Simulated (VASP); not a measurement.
# V (I4/mmm) in VASP: notebook

Runs on V. Level: PBEsol. Tasks: electric field gradients.

All numbers are computed with VASP 6.6.1; they aren't measurements. Logs are shortened: lines on timing, memory, paths and dates and some standing lists are left out, and cuts for length are marked.

## Step 1: The cell of the first run

The structure is tetragonal, space group I4/mmm (No. 139). Conventional cell: a = 3.026 Å, b = 3.026 Å, c = 2.935 Å, α = 90.00°, β = 90.00°, γ = 90.00°. Within 3.4 Å of V (site symmetry 4/mmm) lie 14 V at 2.59 to 3.03 Å.

## Step 2: Electric field gradients, PBEsol, collinear spin, ferromagnetic start (zz strain of -3 %)

The input, INCAR:

```
SYSTEM = V
PREC = Accurate ; ENCUT = 520
EDIFF = 1E-8 ; ISMEAR = -1
SIGMA = 0.03 ; LREAL = .False.
LASPH = .True. ; NELM = 150
ALGO = Normal ; ISIF = 2
LWAVE = .False. ; LCHARG = .False.
ISPIN = 2 ; MAGMOM = 1.5
LORBIT = 11 ; LMAXMIX = 4
GGA = PS ; LEFG = .True.
NBANDS = 16
```

The input, KPOINTS:

```
Automatic mesh
0
Gamma
  19 19 19
  0 0 0
```

The input, POSCAR:

```
V
1.0
   -1.5130000000      1.5130000000      1.4676100000
    1.5130000000     -1.5130000000      1.4676100000
    1.5130000000      1.5130000000     -1.4676100000
V
1
Direct
    0.0000000000      0.0000000000      0.0000000000
```

Potentials or basis: VASP PAW PBE potentials, release 64 (V_sv).

Command:

```
cat potpaw_PBE.64/V_sv/POTCAR > POTCAR
mpirun -np 1 vasp_std > vasp.out
```

OUTCAR:

```text
SYSTEM = V
   PREC = Accurate
   ENCUT = 520
   EDIFF = 1E-8
   ISMEAR = -1
   LREAL = .False.
   LASPH = .True.
   NELM = 150
   ISIF = 2
   ISPIN = 2
   LORBIT = 11
   GGA = PS

 ion  position               nearest neighbor table
   1  0.000  0.000  0.000-

  LATTYP: Found a body centered tetragonal cell.
 ALAT       =     3.0260000000
 C/A-ratio  =     0.9700000000

  Lattice vectors:

 A1 = (  -1.5130000000,   1.5130000000,   1.4676100000)
 A2 = (   1.5130000000,  -1.5130000000,   1.4676100000)
 A3 = (   1.5130000000,   1.5130000000,  -1.4676100000)

Analysis of symmetry for initial positions (statically):
=====================================================================
 Subroutine PRICEL returns:
 Original cell was already a primitive cell.

 Routine SETGRP: Setting up the symmetry group for a
 body centered tetragonal supercell.

 Subroutine GETGRP returns: Found 16 space group operations
 (whereof 16 operations were pure point group operations)
 out of a pool of 16 trial point group operations.

The static configuration has the point symmetry D_4h.

Analysis of symmetry for dynamics (positions and initial velocities):
=====================================================================
 Subroutine PRICEL returns:
 Original cell was already a primitive cell.

 Routine SETGRP: Setting up the symmetry group for a
 body centered tetragonal supercell.

 Subroutine GETGRP returns: Found 16 space group operations
 (whereof 16 operations were pure point group operations)
 out of a pool of 16 trial point group operations.

The dynamic configuration has the point symmetry D_4h.

Analysis of structural, dynamic, and magnetic symmetry:
=====================================================================
 Subroutine PRICEL returns:
 Original cell was already a primitive cell.

 Routine SETGRP: Setting up the symmetry group for a
 body centered tetragonal supercell.

 Subroutine GETGRP returns: Found 16 space group operations
 (whereof 16 operations were pure point group operations)
 out of a pool of 16 trial point group operations.

The overall configuration has the point symmetry D_4h.

 Subroutine INISYM returns: Found 16 space group operations
 (whereof 16 operations are pure point group operations),
 and found     1 'primitive' translations

----------------------------------------------------------------------------------------

                                     Primitive cell

  volume of cell :      13.4384

  direct lattice vectors                    reciprocal lattice vectors
    -1.513000000  1.513000000  1.467610000     0.000000000  0.330469266  0.340689965
     1.513000000 -1.513000000  1.467610000     0.330469266  0.000000000  0.340689965
     1.513000000  1.513000000 -1.467610000     0.330469266  0.330469266  0.000000000

  length of vectors
     2.594651636  2.594651636  2.594651636     0.474636270  0.474636270  0.467354118

  position of ions in fractional coordinates (direct lattice)
     0.000000000  0.000000000  0.000000000

  ion indices of the primitive-cell ions
   primitive index   ion index
                 1           1

----------------------------------------------------------------------------------------

 KPOINTS: Automatic mesh

Automatic generation of k-mesh.
 Grid dimensions read from file:
 generate k-points for:   19   19   19

 Generating k-lattice:

  Cartesian coordinates                     Fractional coordinates (reciprocal lattice)
     0.000000000  0.017393119  0.017931051     0.052631579  0.000000000  0.000000000
     0.017393119  0.000000000  0.017931051     0.000000000  0.052631579  0.000000000
     0.017393119  0.017393119  0.000000000     0.000000000  0.000000000  0.052631579

  Length of vectors
     0.024980856  0.024980856  0.024597585

  Shift w.r.t. Gamma in fractional coordinates (k-lattice)
     0.000000000  0.000000000  0.000000000

 Subroutine IBZKPT returns following result:
 ===========================================

 Found    550 irreducible k-points:

 Following reciprocal coordinates:
            Coordinates               Weight
  0.000000  0.000000  0.000000      1.000000
  0.052632  0.000000  0.000000      8.000000
  0.105263  0.000000  0.000000      8.000000
  0.157895  0.000000 -0.000000      8.000000
  0.210526  0.000000 -0.000000      8.000000
  0.263158  0.000000 -0.000000      8.000000
[... 16 lines left out ...]
 -0.315789  0.052632  0.000000     16.000000
 -0.263158  0.052632  0.000000     16.000000
 [... further k-points ...]
   k-points           NKPTS =    550   k-points in BZ     NKDIM =    550   number of bands    NBANDS=     16
   number of dos      NEDOS =    301   number of ions     NIONS =      1
   total plane-waves  NPLWV =   8000
   dimension x,y,z NGX =    20 NGY =   20 NGZ =   20
   dimension x,y,z NGXF=    40 NGYF=   40 NGZF=   40
   ions per type =               1
   NGX,Y,Z   is equivalent  to a cutoff of  12.81, 12.81, 12.81 a.u.
   NGXF,Y,Z  is equivalent  to a cutoff of  25.63, 25.63, 25.63 a.u.
 SYSTEM =  V
   PREC   = accura    normal or accurate (medium, high low for compatibility)
   ISTART =      0    job   : 0-new  1-cont  2-samecut
   ICHARG =      2    charge: 1-file 2-atom 10-const
   ISPIN  =      2    spin polarized calculation?
   LNONCOLLINEAR =      F non collinear calculations
   LSORBIT =      F    spin-orbit coupling
   LASPH  =      T    aspherical Exc in radial PAW
   ENCUT  =  520.0 eV  38.22 Ry    6.18 a.u.   4.82  4.82  4.82*2*pi/ulx,y,z
   NELM   =    150;   NELMIN=  2; NELMDL= -5     # of ELM steps
   EDIFF  = 0.1E-07   stopping-criterion for ELM
   LREAL  =      F    real-space projection
   EDIFFG = 0.1E-06   stopping-criterion for IOM
   NSW    =      0    number of steps for IOM
   IBRION =     -1    ionic relax: 0-MD 1-quasi-New 2-CG
   NFREE  =      0    steps in history (QN), initial steepest desc. (CG)
   ISIF   =      2    stress and relaxation
   ISYM   =      2    0-nonsym 1-usesym 2-fastsym
   POTIM  = 0.5000    time-step for ionic-motion
   TEBEG  =    0.0;   TEEND  =   0.0 temperature during run
   PSTRESS=    0.0 pullay stress
   NELECT =      13.0000    total number of electrons
   NUPDOWN=      -1.0000    fix difference up-down
   EMIN   =  10.00;   EMAX   =-10.00  energy-range for DOS
   EFERMI =   0.00;   METHOD = LEGACY
   ISMEAR =    -1;   SIGMA  =   0.03  broadening in eV -4-tet -1-fermi 0-gaus
   EFERMI_NEDOS =   21; number of points for ismear=-14 and -15
   IALGO  =     38    algorithm
   IMIX   =      4    mixing-type and parameters
     AMIX     =   0.40;   BMIX     =  1.00
     AMIX_MAG =   1.60;   BMIX_MAG =  1.00
  volume/ion in A,a.u.               =      13.44        90.69
  Fermi-wavevector in a.u.,A,eV,Ry     =   1.619098  3.059651 35.667374  2.621478
  Thomas-Fermi vector in A             =   2.713254
   LORBIT       =     11    0 simple, 1 ext, 2 COOP (PROOUT), +10 PAW based schemes
   GGA     = PS    functional components
   LHFCALC =     F    Hartree Fock is set to
   AEXX    =    0.0000 exact exchange contribution
   IVDW    =     0    specifies the selected vdW correction
   LEPSILON=     F    determine dielectric tensor
   LRPA    =     F    only Hartree local field effects (RPA)
 spin polarized calculation
  energy-cutoff  :      520.00
  volume of cell :       13.44
 maximum number of plane-waves:       376
   NGX =  9   NGY =  9   NGZ =  9

 number of electron      12.9999995 magnetization      -0.0008482

 number of electron      12.9999995 magnetization       0.0000177

 Free energy of the ion-electron system (eV)
  ---------------------------------------------------
  ext. energy  EPLUGINS =         0.00000000
  ---------------------------------------------------
  free energy    TOTEN  =        -9.62420887 eV

  energy without entropy =       -9.61908181  energy(sigma->0) =       -9.62164534

 E-fermi :   9.5896     XC(G=0): -13.0704

 val. band max:        9.5893092688   @ k =  -0.4737  -0.4737   0.1579
 cond. band min:       9.5910410781   @ k =  -0.3158  -0.3158   0.1579
 fundamental gap:      0.0017318093
 Fermi energy:         9.5895684596

 spin component 1

 k-point     1 :       0.0000    0.0000    0.0000
  band No.  band energies     occupation
      1     -53.8807      1.00000
      2     -27.2783      1.00000
      3     -27.2783      1.00000
      4     -27.2771      1.00000
      5       2.9876      1.00000
      6       9.8446      0.00020
[... 8 lines left out ...]
     15      37.2575      0.00000
     16      40.7980      0.00000

 k-point     2 :       0.0526    0.0000    0.0000
  band No.  band energies     occupation
      1     -53.8753      1.00000
      2     -27.3037      1.00000
      3     -27.2864      1.00000
      4     -27.2781      1.00000
      5       3.1016      1.00000
      6       9.8472      0.00019
[... 8 lines left out ...]
     15      37.4644      0.00000
     16      39.7049      0.00000
[... 387 lines left out ...]
      5       5.7163      1.00000
      6       8.9190      1.00000
[... 8 lines left out ...]
     15      36.5763      0.00000
     16      37.8530      0.00000

 k-point    24 :      -0.2632    0.0526    0.0000
  band No.  band energies     occupation
      1     -53.7849      1.00000
      2     -27.7150      1.00000
      3     -27.4138      1.00000
      4     -27.2927      1.00000
      5       5.0419      1.00000
      6       9.1720      1.00000
[... 8 lines left out ...]
     15      36.7250      0.00000
     16      37.0156      0.00000

 [... further k-points ...]

 spin component 2

 k-point     1 :       0.0000    0.0000    0.0000
  band No.  band energies     occupation
      1     -53.8807      1.00000
      2     -27.2783      1.00000
      3     -27.2783      1.00000
      4     -27.2771      1.00000
      5       2.9876      1.00000
      6       9.8446      0.00020
[... 8 lines left out ...]
     15      37.2575      0.00000
     16      40.7980      0.00000

 k-point     2 :       0.0526    0.0000    0.0000
  band No.  band energies     occupation
      1     -53.8752      1.00000
      2     -27.3037      1.00000
      3     -27.2864      1.00000
      4     -27.2781      1.00000
      5       3.1016      1.00000
      6       9.8473      0.00019
[... 8 lines left out ...]
     15      37.4644      0.00000
     16      39.7049      0.00000
[... 387 lines left out ...]
      5       5.7163      1.00000
      6       8.9190      1.00000
[... 8 lines left out ...]
     15      36.5764      0.00000
     16      37.8530      0.00000

 k-point    24 :      -0.2632    0.0526    0.0000
  band No.  band energies     occupation
      1     -53.7849      1.00000
      2     -27.7150      1.00000
      3     -27.4138      1.00000
      4     -27.2927      1.00000
      5       5.0419      1.00000
      6       9.1720      1.00000
[... 8 lines left out ...]
     15      36.7250      0.00000
     16      37.0156      0.00000

 [... further k-points ...]

------------------------ aborting loop because EDIFF is reached ----------------------------------------

  FORCE on cell =-STRESS in cart. coord.  units (eV):
  Direction    XX          YY          ZZ          XY          YZ          ZX
  --------------------------------------------------------------------------------------
  -------------------------------------------------------------------------------------
  Total       -0.6641580     -0.6641580     -0.3452884      0.0000000     -0.0000000      0.0000000
  in kB      -79.1832731    -79.1832731    -41.1665136      0.0000000     -0.0000000      0.0000000
  external PRESSURE =     -66.5110199 kB  Pullay stress =       0.0000000 kB

 VOLUME and BASIS-vectors are now :
 -----------------------------------------------------------------------------
  energy-cutoff  :      520.00
  volume of cell :       13.44
      direct lattice vectors                 reciprocal lattice vectors
    -1.513000000  1.513000000  1.467610000     0.000000000  0.330469266  0.340689965
     1.513000000 -1.513000000  1.467610000     0.330469266  0.000000000  0.340689965
     1.513000000  1.513000000 -1.467610000     0.330469266  0.330469266  0.000000000

 POSITION                                       TOTAL-FORCE (eV/Angst)
 -----------------------------------------------------------------------------------
      0.00000      0.00000      0.00000         0.000000     -0.000000      0.000000
 -----------------------------------------------------------------------------------
    total drift:                                0.000000     -0.000000      0.000000

  FREE ENERGIE OF THE ION-ELECTRON SYSTEM (eV)
  ---------------------------------------------------
  free  energy   TOTEN  =        -9.6242088687 eV

  energy  without entropy=       -9.6190818101  energy(sigma->0) =       -9.62164534

 Electric field gradients (V/A^2)
---------------------------------------------------------------------
 ion       V_xx      V_yy      V_zz      V_xy      V_xz      V_yz
---------------------------------------------------------------------
   1       1.223     1.223    -2.445     0.002     0.003     0.003
---------------------------------------------------------------------

 Electric field gradients after diagonalization (V/A^2)
 (convention: |V_zz| > |V_xx| > |V_yy|)
----------------------------------------------------------------------
 ion       V_xx      V_yy      V_zz     asymmetry (V_yy - V_xx)/ V_zz
----------------------------------------------------------------------
   1       1.225     1.220    -2.445       0.002
----------------------------------------------------------------------

           NMR quadrupolar parameters

 Cq : quadrupolar parameter    Cq=e*Q*V_zz/h
 eta: asymmetry parameters     (V_yy - V_xx)/ V_zz
 Q  : nuclear electric quadrupole moment in mb (millibarn)
----------------------------------------------------------------------
 ion       Cq(MHz)       eta       Q (mb)
----------------------------------------------------------------------
   1      -0.006       0.002       1.000
----------------------------------------------------------------------

 total charge

# of ion       s       p       d       tot
------------------------------------------
    1        2.344   6.224   3.094  11.662

 magnetization (x)

# of ion       s       p       d       tot
------------------------------------------
    1        0.000   0.000   0.000   0.000
```

It took 2 min on 1 thread of Intel Xeon Platinum 8488C (Sapphire Rapids), shared host; peak memory 0.27 GiB.

What came out:

- Free energy: -9.6242 eV
- Pressure: -6.7 GPa
- Net moment: 0.00 μB per cell
- Largest electric field gradient by atom: V -2.4 V/Å²
- Valence electrons inside the program's atomic spheres: V 11.66

Electric field gradients, principal values (V/Å²):
```tsv
atom	least	middle	greatest (by size)
1 V	1.220	1.225	-2.445
```

Caveat: the cell differs from its parent crystal (zz strain of -3 %); the cell stands under tension; without QUAD_EFG the Cq values of the log hold for a quadrupole moment of 1 mb, not for the nuclei; the PAW data sets were made with another functional, which shifts forces and pressure a little.

(Part 1 of 2 ends here.)
